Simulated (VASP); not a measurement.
Ga3As3O: single point with PBE

System: Ga3As3O, a slab with vacuum.

```
Ga As O
1.0
     4.06296    0.00000    0.00000
     0.00000    5.74589    0.00000
     0.00000    0.00000   19.89244
Ga As O
3 3 1
Direct
  0.50000 0.50000 0.20108
  0.00000 0.06360 0.31462
  0.50000 0.48779 0.37962
  0.00000 0.25000 0.20108
  0.50000 0.80956 0.29456
  0.00000 0.28941 0.42189
  0.33333 0.62274 0.45200
```

```json
{"Program": "VASP 6.6.1", "Task": "single point", "Functional": "PBE", "Potentials or basis": "VASP PAW PBE potentials, release 64 (Ga_d, As, O)", "Cutoff": "520 eV", "k mesh": "7 × 5 × 1", "Occupations": "gaussian, width 0.05 eV", "Spin": "collinear spin, ferromagnetic start", "Starting moments": "[0.0, 0.0, 0.0, 0.0, 0.0, 0.0, 2.0] μB", "Dipole correction": "yes", "Further INCAR settings": "ALGO = Normal; EDIFF = 1e-06; NBANDS = 43; NELMDL = -8"}
```

- Largest force: 1.998 eV/Å
- Band gap on the k mesh: 0.02 eV (least direct gap 0.16 eV)
- Net moment: 0.00 μB per cell
- Valence electrons inside the program's atomic spheres: Ga 11.52, 11.59, 11.79; As 2.74, 2.75, 2.67; O 4.84

Forces in eV/Å, atoms in the order of the input:
```
Ga   0.086 -0.266  0.962
Ga   0.355  0.064 -0.598
Ga   1.346  0.530 -0.707
As  -0.011  0.411 -0.937
As  -0.040 -0.078 -0.358
As   0.060  0.213  1.595
O   -1.796 -0.874  0.044
```

Levels at points of the mesh, in eV from the valence-band top:
Spin up:
```tsv
k point	band 28	band 29	band 30	band 31	band 32	band 33
(0.00, 0.00, 0.00)	-0.71	-0.55	0.00	0.94	1.25	1.96
```
Spin down:
```tsv
k point	band 26	band 27	band 28	band 29	band 30	band 31	band 32	band 33	band 34	band 35
(0.00, 0.00, 0.00)	-1.53	-1.07	-0.71	-0.55	0.00	0.94	1.25	1.96	3.04	3.41
```

It took 12 min on 4 MPI ranks on Intel(R) Xeon(R) Platinum 8259CL CPU @ 2.50GHz (Skylake/Cascade Lake) (shared host), peak memory 1 GiB a rank.

Caveat: the smearing spreads over this small gap; semilocal functionals underestimate gaps, and a narrow one can read as zero.
